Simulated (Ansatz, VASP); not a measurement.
## In2BiSb: VASP beside Ansatz

File POSCAR:

```
In2BiSb
1.0
    4.6166932671      0.0000000000      0.0000000000
    0.0000000000      4.6166932671      0.0000000000
    0.0000000000      0.0000000000      6.5064163490
Sb In Bi
1 2 1
Direct
    0.0000000000      0.0000000000      0.0000000000
    0.0000000000      0.5000000000      0.7566036942
    0.5000000000      0.0000000000      0.2433963058
    0.5000000000      0.5000000000      0.5000000000
```

Contents of INCAR.step1:

```
SYSTEM = In2BiSb
PREC = Accurate ; ENCUT = 520
ISMEAR = -1 ; SIGMA = 0.02
LREAL = .FALSE. ; LASPH = .TRUE.
NELM = 80 ; NBANDS = 31
GGA = PE ; ALGO = Normal
EDIFF = 1E-4 ; LWAVE = .TRUE.
LCHARG = .FALSE.
```

INCAR.step2

```
SYSTEM = In2BiSb
PREC = Accurate ; ENCUT = 520
EDIFF = 1E-6 ; ISMEAR = -1
SIGMA = 0.02 ; LREAL = .FALSE.
LASPH = .TRUE. ; NELM = 80
ALGO = Normal ; ISIF = 2
LWAVE = .FALSE. ; LCHARG = .FALSE.
METAGGA = R2SCAN ; LMIXTAU = .TRUE.
NBANDS = 31 ; ISTART = 1
```

The input KPOINTS:

```
regular mesh
0
G
  4 4 4
  0 0 0
```

Input for Ansatz:

```yaml
crystal:
  lattice:
    - [4.6166932671, 0.0, 0.0]
    - [0.0, 4.6166932671, 0.0]
    - [0.0, 0.0, 6.506416349]
  atoms:
    - { symbol: Sb, position: [0.0, 0.0, 0.0] }
    - { symbol: In, position: [0.0, 0.5, 0.7566036942] }
    - { symbol: Bi, position: [0.5, 0.5, 0.5] }
    - { symbol: In, position: [0.5, 0.0, 0.2433963058] }
kpoints:
  mp_grid: { grid: [4, 4, 4] }
hamiltonian:
  xc: r2scan
scf:
  occupations: { method: fermi_dirac, width: 0.02 }
  n_extra_bands: 5
output:
  forces: true
  stress: true
  eigenvalues: true
```

Alike in both runs: task single point; functional r2SCAN; k mesh 4 × 4 × 4; occupations fermi-dirac, width 0.02 eV; no spin polarisation.

|  | VASP | Ansatz |
| --- | --- | --- |
| version | VASP 6.6.1 | Ansatz 0.2.0 |
| potentials or method | VASP PAW PBE potentials, release 64 (Sb, In_d, Bi_d) | plane waves, PAW |
| plane-wave cutoff (eV) | 520 | 500 |
| valence electrons in the cell | 46 | 56 |

```tsv
	VASP	Ansatz	Ansatz less VASP
pressure (GPa)	3.0	3.0	+0.03
```

VASP's potentials were made for PBE, not for r2SCAN. The functional is the same, so the differences come from potentials, cutoffs and numerics. VASP's potentials hold 46 valence electrons a cell and Ansatz's 56, so a difference there can come from the potentials and not from the codes.

Spin-orbit coupling is off throughout.
